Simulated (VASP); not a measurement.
# GaAs (F-43m) in VASP: a series of runs

The runs below take GaAs through G0W0 quasiparticle levels, with PBE.

Everything below comes from runs of VASP 6.6.1. Logs are shortened: lines on timing, memory, paths and dates and some standing lists are left out, and cuts for length are marked.

**1. The cell of the first run**

It takes space group F-43m (No. 216, cubic). The conventional cell has a = 5.654 Å, b = 5.654 Å, c = 5.654 Å, α = 90.00°, β = 90.00°, γ = 90.00°. Within 3.2 Å of Ga (site symmetry -43m) lie 4 As at 2.45 Å. As (site symmetry -43m) has 4 Ga at 2.45 Å within 3.2 Å.

**2. G0W0 quasiparticle levels, PBE**

Input file POSCAR:

```
GaAs
1.0
    0.0000000000      2.8270000000      2.8270000000
    2.8270000000      0.0000000000      2.8270000000
    2.8270000000      2.8270000000      0.0000000000
Ga As
1 1
Direct
    0.0000000000      0.0000000000      0.0000000000
    0.2500000000      0.2500000000      0.2500000000
```

Input file INCAR.step1:

```
SYSTEM = GaAs
PREC = Accurate
ENCUT = 500
EDIFF = 1E-8
ISMEAR = 0
SIGMA = 0.01
LREAL = .False.
LASPH = .True.
NELM = 80
ALGO = Normal
LWAVE = .True.
LCHARG = .False.
GGA = PE
```

Input file INCAR.step2:

```
SYSTEM = GaAs
PREC = Accurate
ENCUT = 500
EDIFF = 1E-8
ISMEAR = 0
SIGMA = 0.01
LREAL = .False.
LASPH = .True.
NELM = 1
ALGO = Exact
LWAVE = .True.
LCHARG = .False.
GGA = PE
NBANDS = 82
LOPTICS = .True.
ISTART = 1
```

Input file INCAR.step3:

```
SYSTEM = GaAs
PREC = Accurate
ENCUT = 500
EDIFF = 1E-8
ISMEAR = 0
SIGMA = 0.01
LREAL = .False.
LASPH = .True.
ALGO = EVGW0
LWAVE = .False.
LCHARG = .False.
GGA = PE
NELMGW = 1
NBANDS = 82
ENCUTGW = 100.0
NOMEGA = 48
PRECFOCK = Fast
ISTART = 1
NBANDSGW = 17
```

Input file KPOINTS:

```
regular mesh
0
Gamma
  2 2 2
  0 0 0
```

Potentials or basis: VASP PAW PBE potentials, release 64 (Ga_d_GW, As_GW).

Command:

```bash
$ cat potpaw_PBE.64/Ga_d_GW/POTCAR potpaw_PBE.64/As_GW/POTCAR > POTCAR
$ cp INCAR.step1 INCAR
$ mpirun -np 1 vasp_std > vasp.out
$ cp INCAR.step2 INCAR
$ mpirun -np 1 vasp_std > vasp.out
$ cp INCAR.step3 INCAR
$ mpirun -np 1 vasp_std > vasp.out
```

OUTCAR:

```text
SYSTEM = GaAs
   PREC = Accurate
   ENCUT = 500
   EDIFF = 1E-8
   ISMEAR = 0
   LREAL = .False.
   LASPH = .True.
   GGA = PE
   NELMGW = 1
   ENCUTGW = 100.0
   PRECFOCK = Fast
   ISTART = 1

 ion  position               nearest neighbor table
   1  0.000  0.000  0.000-   2 2.45   2 2.45   2 2.45   2 2.45
   2  0.250  0.250  0.250-   1 2.45   1 2.45   1 2.45   1 2.45

  LATTYP: Found a face centered cubic cell.
 ALAT       =     5.6540000000

  Lattice vectors:

 A1 = (   0.0000000000,   2.8270000000,   2.8270000000)
 A2 = (   2.8270000000,   0.0000000000,   2.8270000000)
 A3 = (   2.8270000000,   2.8270000000,   0.0000000000)

Analysis of symmetry for initial positions (statically):
[... 5 lines left out ...]
 face centered cubic supercell.

 Subroutine GETGRP returns: Found 24 space group operations
 (whereof 24 operations were pure point group operations)
 out of a pool of 48 trial point group operations.

The static configuration has the point symmetry T_d .

Analysis of symmetry for dynamics (positions and initial velocities):
[... 5 lines left out ...]
 face centered cubic supercell.

 Subroutine GETGRP returns: Found 24 space group operations
 (whereof 24 operations were pure point group operations)
 out of a pool of 48 trial point group operations.

The dynamic configuration has the point symmetry T_d .

 Subroutine INISYM returns: Found 24 space group operations
 (whereof 24 operations are pure point group operations),
 and found     1 'primitive' translations

----------------------------------------------------------------------------------------

                                     Primitive cell

  volume of cell :      45.1864

  direct lattice vectors                    reciprocal lattice vectors
     0.000000000  2.827000000  2.827000000    -0.176865936  0.176865936  0.176865936
     2.827000000  0.000000000  2.827000000     0.176865936 -0.176865936  0.176865936
     2.827000000  2.827000000  0.000000000     0.176865936  0.176865936 -0.176865936

  length of vectors
     3.997981741  3.997981741  3.997981741     0.306340787  0.306340787  0.306340787

  position of ions in fractional coordinates (direct lattice)
     0.000000000  0.000000000  0.000000000
     0.250000000  0.250000000  0.250000000

  ion indices of the primitive-cell ions
   primitive index   ion index
                 1           1
[... 25 lines left out ...]

 Found      3 irreducible k-points:

 Following reciprocal coordinates:
            Coordinates               Weight
  0.000000  0.000000  0.000000      1.000000
  0.500000  0.000000  0.000000      4.000000
  0.500000  0.500000  0.000000      3.000000
   k-points           NKPTS =      3   k-points in BZ     NKDIM =      8   number of bands    NBANDS=     82
   number of dos      NEDOS =    301   number of ions     NIONS =      2
   total plane-waves  NPLWV =  27000
   dimension x,y,z NGX =    30 NGY =   30 NGZ =   30
   dimension x,y,z NGXF=    60 NGYF=   60 NGZF=   60
   ions per type =               1   1
   NGX,Y,Z   is equivalent  to a cutoff of  12.47, 12.47, 12.47 a.u.
   NGXF,Y,Z  is equivalent  to a cutoff of  24.95, 24.95, 24.95 a.u.
 SYSTEM =  GaAs
   PREC   = accura    normal or accurate (medium, high low for compatibility)
   ISTART =      1    job   : 0-new  1-cont  2-samecut
   ICHARG =      0    charge: 1-file 2-atom 10-const
   ISPIN  =      1    spin polarized calculation?
   LNONCOLLINEAR =      F non collinear calculations
   LSORBIT =      F    spin-orbit coupling
   LASPH  =      T    aspherical Exc in radial PAW
   ENCUT  =  500.0 eV  36.75 Ry    6.06 a.u.   7.29  7.29  7.29*2*pi/ulx,y,z
   NELM   =     60;   NELMIN=  2; NELMDL=  0     # of ELM steps
   EDIFF  = 0.1E-07   stopping-criterion for ELM
   LREAL  =      F    real-space projection
   EDIFFG = 0.1E-06   stopping-criterion for IOM
   NSW    =      0    number of steps for IOM
   IBRION =     -1    ionic relax: 0-MD 1-quasi-New 2-CG
   NFREE  =      0    steps in history (QN), initial steepest desc. (CG)
   ISIF   =      0    stress and relaxation
   ISYM   =      3    0-nonsym 1-usesym 2-fastsym
   POTIM  = 0.5000    time-step for ionic-motion
   TEBEG  =    0.0;   TEEND  =   0.0 temperature during run
   PSTRESS=    0.0 pullay stress
   NELECT =      18.0000    total number of electrons
   NUPDOWN=      -1.0000    fix difference up-down
   EMIN   =  10.00;   EMAX   =-10.00  energy-range for DOS
   EFERMI =   0.00;   METHOD = LEGACY
   ISMEAR =     0;   SIGMA  =   0.01  broadening in eV -4-tet -1-fermi 0-gaus
   EFERMI_NEDOS =   21; number of points for ismear=-14 and -15
   IALGO  =     38    algorithm
   IMIX   =      4    mixing-type and parameters
     AMIX     =   0.40;   BMIX     =  1.00
     AMIX_MAG =   1.60;   BMIX_MAG =  1.00
  volume/ion in A,a.u.               =      22.59       152.47
  Fermi-wavevector in a.u.,A,eV,Ry     =   1.204564  2.276296 19.741704  1.450974
  Thomas-Fermi vector in A             =   2.340285
   LORBIT       =      0    0 simple, 1 ext, 2 COOP (PROOUT), +10 PAW based schemes
   GGA     = PE    functional components
   LHFCALC =     T    Hartree Fock is set to
   PRECFOCK=fast      Normal, Fast or Accurate (Low or Medium for compatibility)
   ENCUT4O =  -1.0   cutoff for four orbital integrals eV
   NKREDX  =     1    reduce k-point grid by
   NKREDY  =     1    reduce k-point grid by
   NKREDZ  =     1    reduce k-point grid by
   AEXX    =    1.0000 exact exchange contribution
   HFSCREEN=    0.0000 screening length (either q_TF or 0.3 A-1)
   HFSCREENC=   0.0000 screening length for correlation (either q_TF or 0.3 A-1)
   ENCUTFOCK=  -1.0 apply spherical cutoff to Coloumb kernel
   IVDW    =     0    specifies the selected vdW correction
   LEPSILON=     F    determine dielectric tensor
   LRPA    =     F    only Hartree local field effects (RPA)
   LRPAFORCE           =     F    calculate RPA forces
   ENCUTGW             = 100.0    cutoff for response function in eV
   ENCUTGWSOFT         =  80.0    soft cutoff for Coulomb kernel in GW response function in eV
   ENCUTLF             =  -1.0    cutoff for local field effects
   NELMGW              =     1    number of iterations in solving QP/BSE equation
   NELMHF              =     1    number of iterations in the inner HF iteration
   NKREDLFX            =     1    NKREDLFY  =   1   NKREDLFZ  =   1
 non-spin polarized calculation
 Gauss-broadening in eV      SIGMA  =   0.01
  energy-cutoff  :      500.00
  volume of cell :       45.19
 maximum number of plane-waves:      1162
 NGX is ok and might be reduce to    30
  NGX = 16; NGY = 16; NGZ = 16
   NGX = 15   NGY = 15   NGZ = 15
 maximum number of plane-waves:       113
 NGX is ok and might be reduce to    14

 QP shifts <psi_nk| G(iteration)W_0 |psi_nk>: iteration 1
 for sc-GW calculations column KS-energies equals QP-energies in previous step
 and V_xc(KS)=  KS-energies - (<T + V_ion + V_H > + <T+V_H+V_ion>^1  + <V_x>^1)

 k-point   1 :       0.0000    0.0000    0.0000
  band No.  KS-energies  QP-energies   sigma(KS)   V_xc(KS)     V^pw_x(r,r')   Z            occupation Imag(sigma)

      1     -10.9831     -13.6591     -25.5054     -21.7209     -35.1174       0.7071       2.0000       0.3309
      2     -10.9831     -13.6591     -25.5054     -21.7209     -35.1174       0.7071       2.0000       0.3309
      3     -10.9831     -13.6591     -25.5054     -21.7209     -35.1174       0.7071       2.0000       0.3309
      4     -10.9140     -13.5955     -25.5961     -21.8066     -35.1690       0.7076       2.0000       0.3027
      5     -10.9140     -13.5955     -25.5961     -21.8066     -35.1690       0.7076       2.0000       0.3027
      6      -8.5475      -8.8699     -11.5837     -11.1117     -17.9481       0.6831       2.0000       1.0348
[... 38 lines left out ...]
      3     -10.9356     -13.6421     -25.6243     -21.8217     -35.2430       0.7118       2.0000       0.3231
      4     -10.9356     -13.6421     -25.6243     -21.8217     -35.2430       0.7118       2.0000       0.3231
      5     -10.9016     -13.6002     -25.6221     -21.8327     -35.1994       0.7121       2.0000       0.3002
      6      -5.9534      -6.4354     -12.9469     -12.3012     -18.3976       0.7466       2.0000       0.7678
[... 9 lines left out ...]
     16      17.4167      17.4737      -9.4339      -9.5061      -3.5826       0.7895       0.0000      -0.4175
     17      17.4407      17.4336      -9.8549      -9.8461      -4.2570       0.8124       0.0000      -0.4264
```

OUTCAR.step1:

```text
SYSTEM = GaAs
   PREC = Accurate
   ENCUT = 500
   EDIFF = 1E-8
   ISMEAR = 0
   LREAL = .False.
   LASPH = .True.
[... 245 lines left out ...]
      0.00000      0.00000      0.00000        -0.000000     -0.000000     -0.000000
      1.41350      1.41350      1.41350         0.000000      0.000000      0.000000
 -----------------------------------------------------------------------------------
    total drift:                                0.000002      0.000002      0.000002

  FREE ENERGIE OF THE ION-ELECTRON SYSTEM (eV)
  ---------------------------------------------------
  free  energy   TOTEN  =        -5.8086257331 eV

  energy  without entropy=       -5.8086257331  energy(sigma->0) =       -5.80862573
```

Run time: 48 s. Hardware: 1 thread of Intel Xeon 8259CL, shared host; peak memory 0.28 GiB.

What came out:

```yaml
Band_gap_on_the_k_mesh_mean-field_level: 0.44 eV, direct
Quasiparticle_gap: 1.43 eV
Least_direct_quasiparticle_gap: 1.46 eV
```

Caveat: the k points lie up to 0.96 Å⁻¹ apart; bands, screening cutoff and mesh are small and nothing is extrapolated, so the quasiparticle values aren't converged. A k mesh can miss the band edges.

**3. G0W0 quasiparticle levels, PBE**

POSCAR is that of step 2.

Input file INCAR.step1:

```
ALGO     = Normal         # electronic algorithm
EDIFF    = 1E-8           # SCF threshold, eV
ENCUT    = 500            # plane-wave cutoff, eV
GGA      = PE             # functional
ISMEAR   = 0              # smearing method
LASPH    = T              # aspherical terms in the spheres
LCHARG   = F              # write CHGCAR
LREAL    = F              # projectors in reciprocal space
LWAVE    = T              # write WAVECAR
NELM     = 60             # most SCF steps
PREC     = Accurate       # precision mode
SIGMA    = 0.01           # smearing width, eV
```

Input file INCAR.step2:

```
ALGO     = Exact          # electronic algorithm
EDIFF    = 1E-8           # SCF threshold, eV
ENCUT    = 500            # plane-wave cutoff, eV
GGA      = PE             # functional
ISMEAR   = 0              # smearing method
ISTART   = 1            
LASPH    = T              # aspherical terms in the spheres
LCHARG   = F              # write CHGCAR
LOPTICS  = T              # frequency-dependent dielectric function
LREAL    = F              # projectors in reciprocal space
LWAVE    = T              # write WAVECAR
NBANDS   = 227            # bands
NELM     = 1              # most SCF steps
PREC     = Accurate       # precision mode
SIGMA    = 0.01           # smearing width, eV
```

Input file INCAR.step3:

```
ALGO     = EVGW0          # electronic algorithm
EDIFF    = 1E-8           # SCF threshold, eV
ENCUT    = 500            # plane-wave cutoff, eV
ENCUTGW  = 113.3          # cutoff of the response function
GGA      = PE             # functional
ISMEAR   = 0              # smearing method
ISTART   = 1            
LASPH    = T              # aspherical terms in the spheres
LCHARG   = F              # write CHGCAR
LREAL    = F              # projectors in reciprocal space
LWAVE    = F              # write WAVECAR
NBANDS   = 227            # bands
NBANDSGW = 17           
NELMGW   = 1            
NOMEGA   = 48             # frequency points
PREC     = Accurate       # precision mode
PRECFOCK = Fast         
SIGMA    = 0.01           # smearing width, eV
```

Input file KPOINTS:

```
k-points
0
Gamma
  2 2 2
```

Potentials or basis: VASP PAW PBE potentials, release 64 (Ga_d_GW, As_GW).

Command:

```bash
$ cat potpaw_PBE.64/Ga_d_GW/POTCAR potpaw_PBE.64/As_GW/POTCAR > POTCAR
$ cp INCAR.step1 INCAR
$ mpirun -np 1 vasp_std > vasp.out
$ cp INCAR.step2 INCAR
$ mpirun -np 1 vasp_std > vasp.out
$ cp INCAR.step3 INCAR
$ mpirun -np 1 vasp_std > vasp.out
```

OUTCAR:

```text
EDIFF = 1E-8
   ENCUT = 500
   ENCUTGW = 113.3
   GGA = PE
   ISMEAR = 0
   ISTART = 1
   LASPH = T
   LREAL = F
   NELMGW = 1
   PREC = Accurate
   PRECFOCK = Fast

 ion  position               nearest neighbor table
   1  0.000  0.000  0.000-   2 2.45   2 2.45   2 2.45   2 2.45
   2  0.250  0.250  0.250-   1 2.45   1 2.45   1 2.45   1 2.45

  LATTYP: Found a face centered cubic cell.
 ALAT       =     5.6540000000

  Lattice vectors:

[... 149 lines left out ...]
   ENCUTGWSOFT         =  90.6    soft cutoff for Coulomb kernel in GW response function in eV
   ENCUTLF             =  -1.0    cutoff for local field effects
   NELMGW              =     1    number of iterations in solving QP/BSE equation
   NELMHF              =     1    number of iterations in the inner HF iteration
   NKREDLFX            =     1    NKREDLFY  =   1   NKREDLFZ  =   1
 non-spin polarized calculation
 Gauss-broadening in eV      SIGMA  =   0.01
  energy-cutoff  :      500.00
  volume of cell :       45.19
 maximum number of plane-waves:      1162
 NGX is ok and might be reduce to    30
  NGX = 16; NGY = 16; NGZ = 16
   NGX = 15   NGY = 15   NGZ = 15
 maximum number of plane-waves:       137
 NGX is ok and might be reduce to    14

 QP shifts <psi_nk| G(iteration)W_0 |psi_nk>: iteration 1
 for sc-GW calculations column KS-energies equals QP-energies in previous step
 and V_xc(KS)=  KS-energies - (<T + V_ion + V_H > + <T+V_H+V_ion>^1  + <V_x>^1)

 k-point   1 :       0.0000    0.0000    0.0000
  band No.  KS-energies  QP-energies   sigma(KS)   V_xc(KS)     V^pw_x(r,r')   Z            occupation Imag(sigma)

      1     -10.9831     -13.5111     -25.2971     -21.7209     -35.1174       0.7069       2.0000       0.3448
      2     -10.9831     -13.5111     -25.2971     -21.7209     -35.1174       0.7069       2.0000       0.3448
      3     -10.9831     -13.5111     -25.2971     -21.7209     -35.1174       0.7069       2.0000       0.3448
      4     -10.9140     -13.4487     -25.3901     -21.8066     -35.1690       0.7073       2.0000       0.3167
      5     -10.9140     -13.4487     -25.3901     -21.8066     -35.1690       0.7073       2.0000       0.3167
      6      -8.5475      -8.9817     -11.7478     -11.1117     -17.9481       0.6827       2.0000       1.0244
[... 38 lines left out ...]
      3     -10.9356     -13.4907     -25.4147     -21.8217     -35.2430       0.7111       2.0000       0.3367
      4     -10.9356     -13.4907     -25.4147     -21.8217     -35.2430       0.7111       2.0000       0.3367
      5     -10.9016     -13.4531     -25.4156     -21.8327     -35.1994       0.7121       2.0000       0.3142
      6      -5.9534      -6.5605     -13.1134     -12.3012     -18.3976       0.7476       2.0000       0.7623
[... 9 lines left out ...]
     16      17.4167      17.2799      -9.6799      -9.5061      -3.5826       0.7871       0.0000      -0.3828
     17      17.4407      17.2368     -10.0978      -9.8461      -4.2570       0.8101       0.0000      -0.3857
```

OUTCAR.step2:

```text
EDIFF = 1E-8
   ENCUT = 500
   GGA = PE
   ISMEAR = 0
[... 604 lines left out ...]
  --------------------------------------------------------------------------------------------------------------
     0.00000  1504.43519  1504.43519  1504.43519    -0.00000    -0.00000    -0.00000
     2.04536   -88.67657   -88.67657   -88.67657     0.00000     0.00000     0.00000
     4.09073   -14.17677   -14.17677   -14.17677     0.00000     0.00000     0.00000
     6.13609   -35.11743   -35.11743   -35.11743    -0.00000    -0.00000     0.00000
     8.18146   -10.94321   -10.94321   -10.94321     0.00000    -0.00000     0.00000
    10.22682    -8.45857    -8.45857    -8.45857     0.00000     0.00000     0.00000
[... 92 lines left out ...]
   200.44574     0.97384     0.97384     0.97384     0.00000    -0.00000     0.00000
   202.49111     0.97441     0.97441     0.97441     0.00000    -0.00000     0.00000
```

Run time: 40 s. Hardware: 1 thread of Intel Xeon Platinum 8259CL at 2.50GHz (Skylake/Cascade Lake), shared host; peak memory 0.28 GiB.

Results:

| Property | Result |
| --- | --- |
| Band gap on the k mesh, mean-field level | 0.44 eV, direct |
| Quasiparticle gap | 1.43 eV |
| Least direct quasiparticle gap | 1.43 eV |

Caveat: the k points lie up to 0.96 Å⁻¹ apart; bands, screening cutoff and mesh are small and nothing is extrapolated, so the quasiparticle values aren't converged. A k mesh can miss the band edges.

(Part 1 of 2 ends here.)
